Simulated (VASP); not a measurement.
A run of VASP 6.6.1:

The input INCAR:

```
SYSTEM = Na2H4C8O9
ALGO = Normal
EDIFF = 1E-6
ENCUT = 520
GGA = PE
ISIF = 2
ISMEAR = 0
IVDW = 12
LASPH = .TRUE.
LCHARG = .FALSE.
LREAL = Auto
LWAVE = .FALSE.
NBANDS = 69
NELM = 100
PREC = Accurate
SIGMA = 0.02
```

KPOINTS

```
k-points
0
G
  6 4 2
  0 0 0
```

The input POSCAR:

```
Na2H4C8O9
1.0
    3.7245372499     -0.0866603949     -0.0065803514
   -0.1920170357      7.9955492130      0.0450371253
   -1.3552837616      0.0833831987      9.2685609904
Na H C O
2 4 8 9
Direct
    0.4225415566      0.1387099289      0.3734148838
    0.4792482785      0.8641084055      0.8593112881
    0.9319397306      0.9616515761      0.6298915637
    0.8907254455      0.7671286636      0.6340628770
    0.7156552654      0.4809196486      0.9907129516
    0.7148416301      0.5067765237      0.4745963121
    0.3202835351      0.5562787405      0.2818347580
    0.3116414321      0.4467817627      0.7798876448
    0.0664629864      0.5564410736      0.1511161526
    0.0700245418      0.4438121369      0.6436111779
    0.0930646613      0.7397663931      0.1377057914
    0.0917169700      0.2652003997      0.6299687572
    0.3473123006      0.7436521896      0.2792502372
    0.3313986220      0.2593814346      0.7742577012
    0.9191911764      0.8654732446      0.6964706611
    0.4641588867      0.4404835968      0.3630631620
    0.4583942879      0.5568831951      0.8658697915
    0.8879708732      0.4343890861      0.0782667928
    0.9018241234      0.5592688326      0.5639945643
    0.9717127299      0.8467725391      0.0489777514
    0.9705626319      0.1595488255      0.5339111547
    0.5038576316      0.8555438579      0.3571772859
    0.4846924757      0.1529648520      0.8530580152
```

Potentials or basis: VASP PAW PBE potentials, release 64 (Na_pv, H, C, O).

The run is started by

```sh
$ cat potpaw_PBE.64/Na_pv/POTCAR potpaw_PBE.64/H/POTCAR potpaw_PBE.64/C/POTCAR potpaw_PBE.64/O/POTCAR > POTCAR
$ mpirun -np 1 vasp_std > vasp.out
```

Hardware: 1 thread of Intel(R) Xeon(R) Platinum 8259CL CPU @ 2.50GHz (Skylake/Cascade Lake), on a shared host.

Question: Estimate the wall time of this run.

Answer: Run time: 11 min on 1 thread of Intel(R) Xeon(R) Platinum 8259CL CPU @ 2.50GHz (Skylake/Cascade Lake), with other jobs on the host, peak memory 0.53 GiB. Counts: scf iterations 17, k points 28.
